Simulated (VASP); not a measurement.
Input of a VASP 6.6.1 run:

File INCAR:

```
SYSTEM = Nb
  ALGO = Normal
  EDIFF = 1E-6
  ENCUT = 500
  GGA = PS
  GGA_COMPAT = .FALSE.
  ISIF = 2
  ISMEAR = 0
  LASPH = .TRUE.
  LCHARG = .TRUE.
  LELF = .TRUE.
  LREAL = .FALSE.
  LVHAR = .TRUE.
  LWAVE = .FALSE.
  NBANDS = 12
  NELM = 120
  PREC = Accurate
  SIGMA = 0.1
```

Contents of KPOINTS:

```
k-points
0
G
  6 6 6
  0 0 0
```

Contents of POSCAR:

```
Nb
1.0
    2.6738804170      0.0000000000      0.0000000000
    0.0000000000      2.6738804170      0.0000000000
    0.0000000000      0.0000000000      2.6738804170
Nb
1
Direct
    0.0000000000      0.0000000000      0.0000000000
```

Potentials or basis: VASP PAW PBE potentials, release 64 (Nb_sv).

Command:

```sh
$ cat potpaw_PBE.64/Nb_sv/POTCAR > POTCAR
$ mpirun -np 1 vasp_std > vasp.out
```

Question: Estimate the pressure.

Answer: 5.4 GPa.

Caveat: the k points lie up to 0.39 Å⁻¹ apart; the PAW data sets were made with another functional, which shifts forces and pressure a little.
